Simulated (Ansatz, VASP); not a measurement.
## As in VASP and in Ansatz

```xyz
2
Lattice="2.7037 0.0000 0.0000 0.0000 2.7037 0.0000 0.0000 0.0000 5.4074" Properties=species:S:1:pos:R:3 pbc="T T T"
As    1.1288    1.3103    1.3138
As    1.5749    1.3934    4.0935
```

Alike in both runs: task single point; functional PBE-based screened hybrid; k mesh 5 × 5 × 3; occupations fermi-dirac, width 0.05 eV; no spin polarisation.

|  | VASP | Ansatz |
| --- | --- | --- |
| version | VASP 6.6.1 | Ansatz 0.2.0 |
| potentials or method | VASP PAW PBE potentials, release 64 (As) | Ansatz PAW |
| plane-wave cutoff (eV) | 520 | 420 |
| valence electrons in the cell | 10 | 30 |

Ansatz gave:

- gap on the k mesh at the Fermi level (eV): none
- pressure (GPa): -0.6
- traceless stress, the component that is largest in VASP (GPa): -6.70
- rms of the force components (eV/Å): 0.172

Task: Estimate VASP's values.

Result: gap on the k mesh at the Fermi level (eV): none; pressure (GPa): -1.0; traceless stress, the component that is largest in VASP (GPa): -6.63; rms of the force components (eV/Å): 0.179.

VASP's potentials were made for PBE, not for PBE-based screened hybrid. Atom by atom the forces differ by 0.007 eV/Å (rms over components). A gap of «none» marks a metal or a gap that the smearing closes. The functional is the same, so the differences come from potentials, cutoffs and numerics. VASP's potentials hold 10 valence electrons a cell and Ansatz's 30, so a difference there can come from the potentials and not from the codes.

The k mesh is coarse, so the values compare programs but aren't converged.
